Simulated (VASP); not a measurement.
Set up this calculation in VASP 6.6.1, as the native input.

| Quantity | Value |
| --- | --- |
| Task | single point |
| Functional | PBE |
| Potentials or basis | VASP PAW PBE potentials, release 64 (Mg, Se) |
| Cutoff | 600 eV |
| k mesh | 2 × 2 × 2 |
| Occupations | gaussian, width 0.1 eV |
| Spin | no spin polarisation |
| Dipole correction | no |
| Further INCAR settings | ALGO = Normal; EDIFF = 1e-06; NBANDS = 11 |

The structure of MgSe lies in POSCAR:

```
MgSe
1.0
    0.0000000000      2.7337235204      2.7337235204
    2.7337235204      0.0000000000      2.7337235204
    2.7337235204      2.7337235204      0.0000000000
Mg Se
1 1
Direct
    0.0000000000      0.0000000000      0.0000000000
    0.5000000000      0.5000000000      0.5000000000
```

These files were run (other wordings do the same):

INCAR

```
SYSTEM = MgSe
ALGO = Normal ; EDIFF = 1E-6
ENCUT = 600 ; GGA = PE
GGA_COMPAT = .FALSE. ; ISIF = 2
ISMEAR = 0 ; LASPH = .TRUE.
LCHARG = .FALSE. ; LREAL = .FALSE.
LWAVE = .FALSE. ; NBANDS = 11
NELM = 120 ; PREC = Accurate
SIGMA = 0.1
```

KPOINTS

```
k-points
0
G
  2 2 2
  0 0 0
```

Potentials or basis: VASP PAW PBE potentials, release 64 (Mg, Se).

Launch:

```bash
$ cat potpaw_PBE.64/Mg/POTCAR potpaw_PBE.64/Se/POTCAR > POTCAR
$ mpirun -np 1 vasp_std > vasp.out
```

It gave:

```
Pressure               : 7.9 GPa
Band gap on the k mesh : 1.43 eV, indirect (least direct gap 2.39 eV)
```

Caveat: the k points lie up to 1.00 Å⁻¹ apart.

It took 9.2 s on 1 thread of Intel Xeon 8259CL, on a shared host, peak memory 0.17 GiB.
